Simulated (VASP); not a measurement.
Here is a VASP 6.6.1 calculation.

The input INCAR:

```
ALGO = Fast ; EDIFF = 1E-6
ENCUT = 520 ; GGA = PE
ISIF = 2 ; ISMEAR = 0
ISPIN = 2 ; LASPH = True
LCHARG = True ; LDAU = True
LDAUJ = 0 0 ; LDAUL = 2 -1
LDAUPRINT = 1 ; LDAUTYPE = 2
LDAUU = 4.38 0 ; LELF = True
LMAXMIX = 4 ; LORBIT = 11
LREAL = False ; LVHAR = True
LWAVE = False ; MAGMOM = 2 -2 0 0
NBANDS = 32 ; NELM = 150
PREC = Accurate ; SIGMA = 0.1
```

Contents of KPOINTS:

```
k-points
0
Gamma
  14 14 7
```

File POSCAR:

```
MoS
1.0
    0.0000000000      2.6622876354      2.6622876354
    5.3245752707      2.6622876354      2.6622876354
    5.3245752707      5.3245752707      0.0000000000
Mo S
2 2
Direct
    0.0000000000      1.0000000000      1.0000000000
    0.0000000000      1.0000000000      0.5000000000
    0.5000000000      0.5000000000      0.0000000000
    0.5000000000      0.5000000000      0.5000000000
```

Potentials or basis: VASP PAW PBE potentials, release 64 (Mo_sv, S).

Launch:

```sh
$ cat potpaw_PBE.64/Mo_sv/POTCAR potpaw_PBE.64/S/POTCAR > POTCAR
$ mpirun -np 1 vasp_std > vasp.out
```

Predict the net moment.

0.00 μB per cell.

Predict the pressure.

2.5 GPa.

What does it give for the band gap on the k mesh?

Zero (filled and empty bands overlap).

Estimate the site moments.

Mo +3.40, -3.40; S +0.02, -0.02 μB.

Eigenvalues of the final occupation matrices:
```csv
site,spin,trace,eigenvalues
site 1 d,1,3.65,0.55 0.60 0.83 0.83 0.85
site 1 d,2,0.31,0.03 0.03 0.03 0.11 0.11
site 2 d,1,0.31,0.03 0.03 0.03 0.11 0.11
site 2 d,2,3.65,0.55 0.60 0.83 0.83 0.85
```
